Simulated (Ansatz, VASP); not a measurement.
Hf in VASP and in Ansatz

The input INCAR:

```
SYSTEM = Hf
ALGO     = Fast           ! electronic algorithm
EDIFF    = 1E-6           ! SCF threshold, eV
ENCUT    = 520            ! plane-wave cutoff, eV
GGA      = PS             ! functional
ISIF     = 2              ! what is computed and relaxed
ISMEAR   = 0              ! smearing method
LASPH    = .True.         ! aspherical terms in the spheres
LCHARG   = .False.        ! write CHGCAR
LREAL    = .False.        ! projectors in reciprocal space
LWAVE    = .False.        ! write WAVECAR
NBANDS   = 17             ! bands
NELM     = 60             ! most SCF steps
PREC     = Accurate       ! precision mode
SIGMA    = 0.1            ! smearing width, eV
```

KPOINTS

```
k-points
0
Gamma
  15 15 8
  0 0 0
```

POSCAR

```
Hf
1.0
    3.2624865798      0.0000000000      0.0000000000
   -1.6312432899      2.8253962576      0.0000000000
    0.0000000000      0.0000000000      5.2377565240
Hf
2
Direct
    0.3333333333      0.6666666667      0.2302285579
    0.6666666667      0.3333333333      0.7697714421
```

Input for Ansatz:

```yaml
crystal:
  lattice:
    - [3.2624865798, 0.0, 0.0]
    - [-1.6312432899, 2.8253962576, 0.0]
    - [0.0, 0.0, 5.237756524]
  atoms:
    - { symbol: Hf, position: [0.3333333333, 0.6666666667, 0.2302285579] }
    - { symbol: Hf, position: [0.6666666667, 0.3333333333, 0.7697714421] }
basis:
  ecutwfc: 420
kpoints:
  mp_grid: { grid: [15, 15, 8] }
hamiltonian:
  xc: pbesol
scf:
  occupations: { method: gaussian, width: 0.1 }
output:
  forces: true
  stress: true
  eigenvalues: true
```

Alike in both runs: task single point; functional PBEsol; k mesh 15 × 15 × 8; occupations gaussian, width 0.1 eV; no spin polarisation.

```csv
,VASP,Ansatz
version,VASP 6.6.1,Ansatz 0.2.0
potentials or method,"VASP PAW PBE potentials, release 64 (Hf_pv), cutoff 520 eV","scalar-relativistic, plane waves, PAW"
valence electrons in the cell,20,52
```

|  | VASP | Ansatz | Ansatz less VASP |
| --- | --- | --- | --- |
| gap on the k mesh at the Fermi level (eV) | none | none | - |
| pressure (GPa) | -9.4 | -9.0 | +0.36 |
| traceless stress, the component that is largest in VASP (GPa) | -0.12 | -0.08 | +0.041 |
| rms of the force components (eV/Å) | 0.300 | 0.315 | +0.0151 |

VASP's potentials were made for PBE, not for PBEsol. Atom by atom the forces differ by 0.015 eV/Å (rms over components). A gap of «none» marks a metal or a gap that the smearing closes. VASP's potentials hold 20 valence electrons a cell and Ansatz's 52, so a difference there can come from the potentials and not from the codes.

Spin-orbit coupling is off throughout.
